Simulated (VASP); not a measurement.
Here is a VASP 6.6.1 calculation.

The input INCAR:

```
SYSTEM = TiH3
ALGO = Normal ; EDIFF = 1E-7
EDIFFG = -0.02 ; ENCUT = 600
GGA = PS ; IBRION = 2
ISIF = 3 ; ISMEAR = -1
LASPH = .True. ; LCHARG = .False.
LREAL = .False. ; LWAVE = .False.
NELM = 100 ; NSW = 80
PREC = Accurate ; SIGMA = 0.1
```

The input KPOINTS:

```
k-points
0
Gamma
  16 16 16
  0 0 0
```

File POSCAR:

```
TiH3
1.0
    2.9000000000      0.0000000000      0.0000000000
    0.0000000000      2.9000000000      0.0000000000
    0.0000000000      0.0000000000      2.9000000000
Ti H
1 3
Direct
    0.0000000000      0.0000000000      0.0000000000
    0.0000000000      0.5000000000      0.5000000000
    0.5000000000      0.0000000000      0.5000000000
    0.5000000000      0.5000000000      0.0000000000
```

Potentials or basis: VASP PAW PBE potentials, release 64 (Ti_sv, H).

The run is started by

```sh
$ cat potpaw_PBE.64/Ti_sv/POTCAR potpaw_PBE.64/H/POTCAR > POTCAR
$ mpirun -np 1 vasp_std > vasp.out
```

Problem. Estimate the space group after relaxing (to 0.05 Å).

Solution. Pm-3m (No. 221).

Problem. Estimate the relaxed volume.

Solution. 5.81 Å³/atom.

Problem. Predict the relaxed cell.

Solution. a = 2.854 Å, b = 2.854 Å, c = 2.854 Å, α = 90.00°, β = 90.00°, γ = 90.00°.

The path:
```
step  energy change (eV)  largest force (eV/Å)  pressure (GPa)  volume (Å³)
   1              0.0000                0.0000           -6.67        24.39
   2             -0.0234                0.0000           -1.64        23.50
   3             -0.0247                0.0000           -0.06        23.26
```

Caveat: the PAW data sets were made with another functional, which shifts forces and pressure a little.
